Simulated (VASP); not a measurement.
# Ru14W (vh.s) in VASP: further runs, part 2 of 2

VASP 6.6.1. Earlier steps stand in the parts before.

### Step 3. Single point, PBE

Input file INCAR:

```
SYSTEM = Ru14W
PREC = Accurate
ENCUT = 520
EDIFF = 1E-7
ISMEAR = 1
SIGMA = 0.1
LREAL = Auto
LASPH = .TRUE.
NELM = 100
ALGO = Normal
ISIF = 2
LWAVE = .FALSE.
LCHARG = .FALSE.
LDIPOL = .TRUE.
IDIPOL = 3
DIPOL = 0.5 0.5 0.500
GGA = PE
NBANDS = 118
```

Input file KPOINTS:

```
Automatic mesh
0
G
  9 9 1
  0 0 0
```

Input file POSCAR:

```
Ru14W
1.0
    4.0794365732      2.3552638037      0.0000000000
   -4.0794365732      2.3552638037      0.0000000000
    0.0000000000      0.0000000000     20.5936087093
Ru W
14 1
Direct
    0.3333333333      0.3333333333      0.2948848826
    0.6666666667      0.0000000000      0.2944594467
    0.0000000000      0.6666666667      0.2944594467
    0.3333333333     -0.0004877582      0.3946635737
    0.6671544249      0.6671544249      0.3946635737
    0.9995122418      0.3333333333      0.3946635737
    0.3333333333      0.3333333333      0.5001643042
    0.6666666667      0.0000000000      0.4981347955
    0.0000000000      0.6666666667      0.4981347955
    0.3333333333      0.0025123018      0.6054725291
    0.6641543649      0.6641543649      0.6054725291
    1.0025123018      0.3333333333      0.6054725291
    0.6666666667      0.0000000000      0.7064872489
    0.0000000000      0.6666666667      0.7064872489
    0.3333333333      0.3333333333      0.7063795225
```

Potentials or basis: VASP PAW PBE potentials, release 64 (Ru_pv, W_sv).

The run is started by

```bash
$ cat potpaw_PBE.64/Ru_pv/POTCAR potpaw_PBE.64/W_sv/POTCAR > POTCAR
$ mpirun -np 1 vasp_std > vasp.out
```

OUTCAR:

```text
SYSTEM = Ru14W
   PREC = Accurate
   ENCUT = 520
   EDIFF = 1E-7
   ISMEAR = 1
   LREAL = Auto
   LASPH = .TRUE.
   NELM = 100
   ISIF = 2
   GGA = PE

 ion  position               nearest neighbor table
   1  0.333  0.333  0.295-   4 2.59   6 2.59   5 2.59   3 2.72   2 2.72   3 2.72   2 2.72   2 2.72
                             3 2.72
   2  0.667  0.000  0.294-   5 2.59   6 2.59   4 2.59   3 2.72   3 2.72   3 2.72   1 2.72   1 2.72
                             1 2.72
   3  0.000  0.667  0.294-   5 2.59   4 2.59   6 2.59   2 2.72   2 2.72   2 2.72   1 2.72   1 2.72
                             1 2.72
   4  0.333  1.000  0.395-   1 2.59   3 2.59   2 2.59   9 2.65   8 2.65   7 2.68   5 2.72   5 2.72
                             6 2.72   6 2.72   6 2.72   5 2.72
   5  0.667  0.667  0.395-   1 2.59   2 2.59   3 2.59   8 2.65   9 2.65   7 2.68   4 2.72   6 2.72
                             6 2.72   4 2.72   4 2.72   6 2.72
   6  1.000  0.333  0.395-   1 2.59   2 2.59   3 2.59   8 2.65   9 2.65   7 2.68   5 2.72   5 2.72
[... 1678 lines left out ...]
  --------------------------------------------------------------------------------------
  -------------------------------------------------------------------------------------
  Total       -5.0619297     -5.0619297      0.1810171      0.0000000      0.0000000      0.0000000
  in kB      -20.4938945    -20.4938945      0.7328718      0.0000000      0.0000000      0.0000000
  external PRESSURE =     -13.4183058 kB  Pullay stress =       0.0000000 kB

 VOLUME and BASIS-vectors are now :
 -----------------------------------------------------------------------------
  energy-cutoff  :      520.00
  volume of cell :      395.73
      direct lattice vectors                 reciprocal lattice vectors
     4.079436573  2.355263804  0.000000000     0.122565945  0.212290445  0.000000000
    -4.079436573  2.355263804  0.000000000    -0.122565945  0.212290445  0.000000000
     0.000000000  0.000000000 20.593608709     0.000000000  0.000000000  0.048558755

 POSITION                                       TOTAL-FORCE (eV/Angst)
 -----------------------------------------------------------------------------------
      0.00000      1.57018      6.07274        -0.000000      0.000000     -0.023067
      2.71962      1.57018      6.06398        -0.000000      0.000000     -0.022655
     -2.71962      1.57018      6.06398        -0.000000      0.000000     -0.022655
     -2.71763      3.13920      8.12755        -0.000735      0.000424      0.009401
      0.00000      3.14265      8.12755        -0.000000     -0.000848      0.009401
      2.71763      3.13920      8.12755         0.000735      0.000424      0.009401
      0.00000      1.57018     10.30019         0.000000      0.000000     -0.002984
      2.71962      1.57018     10.25839        -0.000000      0.000000      0.003537
     -2.71962      1.57018     10.25839        -0.000000      0.000000      0.003537
      1.34956      0.79101     12.46886         0.010361     -0.005982     -0.017851
      0.00000      3.12852     12.46886        -0.000000      0.011964     -0.017851
     -1.34956      0.79101     12.46886        -0.010361     -0.005982     -0.017851
      2.71962      1.57018     14.54912         0.000000      0.000000      0.018857
     -2.71962      1.57018     14.54912        -0.000000      0.000000      0.018857
      0.00000      1.57018     14.54690         0.000000      0.000000      0.051924
 -----------------------------------------------------------------------------------
    total drift:                               -0.000000     -0.000001     -0.019611

  FREE ENERGIE OF THE ION-ELECTRON SYSTEM (eV)
  ---------------------------------------------------
  free  energy   TOTEN  =      -135.9664160153 eV

  energy  without entropy=     -135.9708163041  energy(sigma->0) =     -135.96788278

 vacuum level on the upper side and lower side of the slab         9.026         9.059
```

OSZICAR:

```text
N       E                     dE             d eps       ncg     rms          rms(c)
DAV:   1     0.262913278601E+04    0.26291E+04   -0.13210E+05  3288   0.180E+03
DAV:   2    -0.238758268516E+02   -0.26530E+04   -0.25929E+04  2984   0.559E+02
DAV:   3    -0.140079519027E+03   -0.11620E+03   -0.11137E+03  4080   0.104E+02
[... 32 lines left out ...]
DAV:  36    -0.135966414631E+03   -0.14807E-05   -0.16737E-06  3016   0.554E-03    0.992E-03
DAV:  37    -0.135966415537E+03   -0.90617E-06   -0.31791E-07  2256   0.193E-03    0.272E-03
DAV:  38    -0.135966415782E+03   -0.24465E-06   -0.53385E-08  1928   0.736E-04    0.735E-04
DAV:  39    -0.135966415997E+03   -0.21544E-06   -0.56165E-08  1912   0.530E-04    0.693E-04
DAV:  40    -0.135966416015E+03   -0.17932E-07   -0.15832E-08  1656   0.297E-04
   1 F= -.13596642E+03 E0= -.13596788E+03  d E =0.440029E-02
```

stdout:

```text
POSCAR found type information on POSCAR RuW
 POSCAR found :  2 types and      15 ions
 scaLAPACK will be used
 LDA part: xc-table for (Slater+PW92), standard interpolation
 POSCAR, INCAR and KPOINTS ok, starting setup
 FFT: planning ... GRIDC
 FFT: planning ... GRID_SOFT
 FFT: planning ... GRID
 WAVECAR not read
 entering main loop
```

It took 21 min on 1 thread of Intel Xeon 6975P-C (Granite Rapids), shared host; peak memory 0.66 GiB.

What came out:

* Free energy: -135.9664 eV
* Largest force: 0.052 eV/Å
* Band gap on the k mesh: zero (band 105 reaches 4.62 eV, above the bottom of band 106 at 4.10 eV)

Forces in eV/Å, atoms in the order of the input:
```
Ru   0.000  0.000 -0.023
Ru   0.000  0.000 -0.023
Ru   0.000  0.000 -0.023
Ru  -0.001  0.000  0.009
Ru   0.000 -0.001  0.009
Ru   0.001  0.000  0.009
Ru   0.000  0.000 -0.003
Ru   0.000  0.000  0.004
Ru   0.000  0.000  0.004
Ru   0.010 -0.006 -0.018
Ru   0.000  0.012 -0.018
Ru  -0.010 -0.006 -0.018
Ru   0.000  0.000  0.019
Ru   0.000  0.000  0.019
W    0.000  0.000  0.052
```

Levels at points of the mesh, in eV from the Fermi level:
```
           k point  band 102  band 103  band 104  band 105  band 106  band 107  band 108  band 109
(0.00, 0.00, 0.00)     -0.89     -0.89     -0.25     -0.25      0.13      0.13      0.29      0.58
```

Caveat: spin-orbit coupling is left out, which moves the levels of the heavy elements.

### Step 4. Single point, PBE

Input file INCAR:

```
ALGO     = Normal         # electronic algorithm
DIPOL    = 0.5 0.5 0.500
EDIFF    = 1E-7           # SCF threshold, eV
ENCUT    = 520            # plane-wave cutoff, eV
GGA      = PE             # functional
IDIPOL   = 3            
ISIF     = 2              # what is computed and relaxed
ISMEAR   = 1              # smearing method
LASPH    = True           # aspherical terms in the spheres
LCHARG   = False          # write CHGCAR
LDIPOL   = True         
LREAL    = Auto         
LWAVE    = False          # write WAVECAR
NBANDS   = 118            # bands
NELM     = 100            # most SCF steps
PREC     = Accurate       # precision mode
SIGMA    = 0.1            # smearing width, eV
```

Input file KPOINTS:

```
k-points
0
Gamma
  6 6 1
```

Input file POSCAR:

```
Ru14W
1.0
    4.0794365732      2.3552638037      0.0000000000
   -4.0794365732      2.3552638037      0.0000000000
    0.0000000000      0.0000000000     20.5936087093
Ru W
14 1
Direct
    0.3333333333      0.3333333333      0.2943066787
    0.6666666667      0.0000000000      0.2940153201
    0.0000000000      0.6666666667      0.2940153201
    0.3333333333     -0.0006257156      0.3939821159
    0.6672923822      0.6672923822      0.3939821159
    0.9993742844      0.3333333333      0.3939821159
    0.3333333333      0.3333333333      0.5003285110
    0.6666666667      0.0000000000      0.4981414567
    0.0000000000      0.6666666667      0.4981414567
    0.3333333333      0.0020336589      0.6060031177
    0.6646330077      0.6646330077      0.6060031177
    1.0020336589      0.3333333333      0.6060031177
    0.6666666667      0.0000000000      0.7072219868
    0.0000000000      0.6666666667      0.7072219868
    0.3333333333      0.3333333333      0.7066515822
```

The run is started by

```bash
$ cat potpaw_PBE.64/Ru_pv/POTCAR potpaw_PBE.64/W_sv/POTCAR > POTCAR
$ mpirun -np 1 vasp_std > vasp.out
```

It took 14 min on 1 thread of Intel Xeon 6975P-C (Granite Rapids), shared host; peak memory 0.56 GiB.

It converged, with:

```yaml
Free_energy: -135.9614 eV
Largest_force: 0.071 eV/Å
Band_gap_on_the_k_mesh: zero (band 105 reaches 4.61 eV, above the bottom of band 106 at 4.16 eV)
```

Forces in eV/Å, atoms in the order of the input:
```
Ru   0.000  0.000  0.025
Ru   0.000  0.000 -0.013
Ru   0.000  0.000 -0.013
Ru   0.000  0.000  0.071
Ru   0.000  0.000  0.071
Ru   0.000  0.000  0.071
Ru   0.000  0.000  0.015
Ru   0.000  0.000 -0.038
Ru   0.000  0.000 -0.038
Ru   0.020 -0.011 -0.046
Ru   0.000  0.023 -0.046
Ru  -0.020 -0.011 -0.046
Ru   0.000  0.000 -0.021
Ru   0.000  0.000 -0.021
W    0.000  0.000  0.031
```

Levels at points of the mesh, in eV from the Fermi level:
```
           k point  band 103  band 104  band 105  band 106  band 107  band 108
(0.00, 0.00, 0.00)     -0.86     -0.23     -0.23      0.15      0.15      0.29
(0.50, 0.00, 0.00)     -0.22     -0.08      0.14      0.28      0.45      0.62
```

Caveat: spin-orbit coupling is left out, which moves the levels of the heavy elements.

### Step 5. Summary

| task | cell | k mesh | gap on the mesh (eV) | largest force (eV/Å) |
| --- | --- | --- | --- | --- |
| relaxation of the atoms | atoms relaxed | 6 × 6 × 1 | none | 0.04 |
| single point | as given | 9 × 9 × 1 | none | 0.05 |
| single point | as given | 6 × 6 × 1 | none | 0.07 |

Alike in all rows: level PBE; potentials or basis VASP PAW PBE potentials, release 64 (Ru_pv, W_sv); no spin polarisation; cutoff (eV) 520; smearing methfessel-paxton 0.1 eV.

Caveats: spin-orbit coupling is left out, which moves the levels of the heavy elements; the relaxation stopped at a loose force limit of 0.08 eV/Å, so its end isn't a converged minimum (some runs).

Absolute energies hang on the potentials; compare differences alone.
